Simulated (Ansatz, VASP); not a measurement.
**One calculation of Fe, two programs**

```
Fe
1.0
     1.70008   -1.72624    0.00000
     1.70008    1.72624    0.00000
     0.00000    0.00000    3.70970
Fe
2
Direct
  0.50000 0.50000 0.50000
  0.00000 0.00000 0.00000
```

Alike in both runs: task single point; functional LDA; k mesh 13 × 13 × 9; occupations fermi-dirac, width 0.08 eV; non-collinear spin.

|  | VASP | Ansatz |
| --- | --- | --- |
| version | VASP 6.6.1 | Ansatz 0.2.0 |
| potentials or method | VASP PAW LDA potentials, release 64 (Fe), cutoff 520 eV | all-electron LAPW, scalar-relativistic |

Ansatz gave:

```
net moment per atom (μB)                                      : 0.50
size of the moment on the site where the two differ most (μB) : 0.49
```

Question: Which values does VASP return?

Answer: net moment per atom (μB): 0.22; size of the moment on the site where the two differ most (μB): 0.21.

The net moments are unlike, so the other rows may belong to different states. LDA's correlation is that of Perdew and Zunger in VASP and of Perdew and Wang (1992) in Ansatz. Site moments also hang on the region over which each program counts them. Ansatz ran all-electron here, and VASP with PAW potentials.
